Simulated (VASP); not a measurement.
## BN: single point with r2SCAN

The system is BN.

```xyz
2
Lattice="0.0000 3.5526 2.2016 1.2722 0.0000 2.2016 1.2722 3.5526 0.0000" Properties=species:S:1:pos:R:3 pbc="T T T"
B     1.2722    3.5526    0.0002
N     1.2722    3.5526    2.9355
```

```
Program                : VASP 6.6.1
Task                   : single point
Functional             : r2SCAN
Potentials or basis    : VASP PAW PBE potentials, release 64 (B, N)
Cutoff                 : 520 eV
k mesh                 : 8 × 8 × 8
Occupations            : methfessel-paxton, width 0.01 eV
Spin                   : no spin polarisation
Dipole correction      : no
Further INCAR settings : ALGO = Normal; EDIFF = 1e-07; NBANDS = 11
```

```yaml
Pressure: -10.7 GPa
Largest_force: 0.009 eV/Å
Band_gap_on_the_k_mesh: 4.29 eV, indirect (least direct gap 5.29 eV)
```

Forces on the atoms (eV/Å):
```
B    0.000  0.000  0.009
N    0.000  0.000 -0.009
```

Stress tensor (GPa, compression positive):
```
-15.74   0.00   0.00
  0.00  -0.56   0.00
  0.00   0.00 -15.73
```

Levels at points of the mesh, in eV from the valence-band top:
```tsv
k point	band 2	band 3	band 4	band 5	band 6	band 7
(0.00, 0.00, 0.00)	-4.42	-1.52	-1.51	5.08	11.83	11.89
(0.50, 0.00, 0.00)	-9.17	-4.31	-0.99	5.11	9.98	13.67
(0.50, 0.50, 0.00)	-9.25	-4.30	-0.52	6.30	9.58	12.49
(0.50, 0.00, 0.50)	-6.00	-1.54	-1.51	9.90	11.75	11.79
(0.00, 0.50, 0.50)	-9.08	-4.34	-1.42	4.29	10.05	14.91
```

Run time: 2.2 min on 1 thread of AMD EPYC 9R45 (Zen 5), on a shared host, peak memory 0.12 GiB.

Caveat: the PAW data sets were made with another functional, which shifts forces and pressure a little. A k mesh can miss the band edges.
